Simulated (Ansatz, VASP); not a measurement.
## Two plane-wave programs on MgO

File INCAR:

```
SYSTEM = MgO
PREC = Accurate
ENCUT = 520
EDIFF = 1E-6
ISMEAR = 0
SIGMA = 0.05
LREAL = .False.
LASPH = .True.
NELM = 100
ALGO = Normal
ISIF = 2
LWAVE = .False.
LCHARG = .False.
GGA = PS
NBANDS = 16
```

File KPOINTS:

```
Automatic mesh
0
Gamma
  9 9 6
  0 0 0
```

The input POSCAR:

```
MgO
1.0
    3.2197892641      0.0000000000      0.0000000000
   -1.6098946321      2.7884192976      0.0000000000
    0.0000000000      0.0000000000      5.2836741825
Mg O
2 2
Direct
    0.3333333333      0.6666666667      0.0390610606
    0.6666666667      0.3333333333      0.5390610606
    0.3333333333      0.6666666667      0.4009416620
    0.6666666667      0.3333333333      0.9009416620
```

Input for Ansatz:

```yaml
crystal:
  lattice:
    - [3.2197892641, 0.0, 0.0]
    - [-1.6098946321, 2.7884192976, 0.0]
    - [0.0, 0.0, 5.2836741825]
  atoms:
    - { symbol: Mg, position: [0.3333333333, 0.6666666667, 0.0390610606] }
    - { symbol: Mg, position: [0.6666666667, 0.3333333333, 0.5390610606] }
    - { symbol: O, position: [0.3333333333, 0.6666666667, 0.400941662] }
    - { symbol: O, position: [0.6666666667, 0.3333333333, 0.900941662] }
basis:
  ecutwfc: 520.0
kpoints:
  mp_grid: { grid: [9, 9, 6] }
hamiltonian:
  xc: pbesol
  pseudopotentials: { kind: paw, azcp: { folder: soft_1 } }
scf:
  occupations: { method: gaussian, width: 0.05 }
output:
  forces: true
  stress: true
  eigenvalues: true
```

Alike in both runs: task single point; functional PBEsol; k mesh 9 × 9 × 6; occupations gaussian, width 0.05 eV; no spin polarisation.

|  | VASP | Ansatz |
| --- | --- | --- |
| version | VASP 6.6.1 | Ansatz 0.2.0 |
| potentials or method | VASP PAW PBE potentials, release 64 (Mg, O), cutoff 520 eV | scalar-relativistic, plane waves, PAW |
| valence electrons in the cell | 16 | 32 |

|  | VASP | Ansatz | Ansatz less VASP |
| --- | --- | --- | --- |
| gap on the k mesh at the Fermi level (eV) | 3.55 | 3.55 | +0.003 |
| least direct gap on the mesh (eV) | 3.55 | 3.55 | +0.003 |
| pressure (GPa) | 0.9 | 1.2 | +0.28 |
| traceless stress, the component that is largest in VASP (GPa) | 1.88 | 1.81 | -0.073 |
| rms of the force components (eV/Å) | 0.470 | 0.463 | -0.0066 |

VASP's potentials were made for PBE, not for PBEsol, and Ansatz warns of the same on its side. Atom by atom the forces differ by 0.007 eV/Å (rms over components). VASP's potentials hold 16 valence electrons a cell and Ansatz's 32, so a difference there can come from the potentials and not from the codes.
